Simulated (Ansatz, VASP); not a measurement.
## One calculation of Ir, two programs

```xyz
2
Lattice="0.0000 2.6272 2.6272 2.6272 0.0000 2.6272 2.6272 2.6272 0.0000" Properties=species:S:1:pos:R:3 pbc="T T T"
Ir   -0.6568   -0.6568   -0.6568
Ir    0.6568    0.6568    0.6568
```

Change from the starting cell: shortest bond scaled by 1, PAW files.

Alike in both runs: task electric field gradients; functional PBE; k mesh 10 × 10 × 10; occupations fermi-dirac, width 0.05 eV; no spin polarisation.

|  | VASP | Ansatz |
| --- | --- | --- |
| version | VASP 6.6.1 | Ansatz 0.2.0 |
| potentials or method | VASP PAW PBE potentials, release 64 (Ir) | PAW with Ansatz's default frozen-core files, scalar-relativistic |
| plane-wave cutoff (eV) | 520 | 420 |
| valence electrons in the cell | 18 | 34 |

```csv
,VASP,Ansatz,Ansatz less VASP
pressure (GPa),47.3,49.4,+2.11
```

Both programs put the cell under a high pressure, so it lies far from rest at this level. The functional is the same, so the differences come from potentials, cutoffs and numerics. VASP's potentials hold 18 valence electrons a cell and Ansatz's 34, so a difference there can come from the potentials and not from the codes.

Spin-orbit coupling is off throughout.
